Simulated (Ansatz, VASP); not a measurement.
One calculation of AlN, two programs

```xyz
4
Lattice="3.2043 0.0000 0.0000 -1.6022 2.7750 0.0000 0.0000 0.0000 4.9780" Properties=species:S:1:pos:R:3 pbc="T T T"
Al    0.0000    1.8500    0.0000
Al    1.6022    0.9250    2.4890
N     0.0000    1.8500    1.9165
N     1.6022    0.9250    4.4055
```

Change from the starting cell: strain +0.030 along x and y, +0.000 along z, atoms carried along.

Alike in both runs: task single point; functional PBEsol; k mesh 12 × 12 × 6; occupations gaussian, width 0.05 eV; no spin polarisation.

|  | VASP | Ansatz |
| --- | --- | --- |
| version | VASP 6.6.1 | Ansatz 0.2.0 |
| potentials or method | VASP PAW PBE potentials, release 64 (Al, N), cutoff 600 eV | scalar-relativistic, plane waves, PAW |
| valence electrons in the cell | 16 | 16 |

```tsv
	VASP	Ansatz	Ansatz less VASP
gap on the k mesh at the Fermi level (eV)	3.51	3.50	-0.012
least direct gap on the mesh (eV)	3.51	3.50	-0.012
pressure (GPa)	-10.6	-10.3	+0.26
traceless stress, the component that is largest in VASP (GPa)	6.06	6.00	-0.067
rms of the force components (eV/Å)	0.058	0.056	-0.0022
```

VASP's potentials were made for PBE, not for PBEsol. Atom by atom the forces differ by 0.002 eV/Å (rms over components).
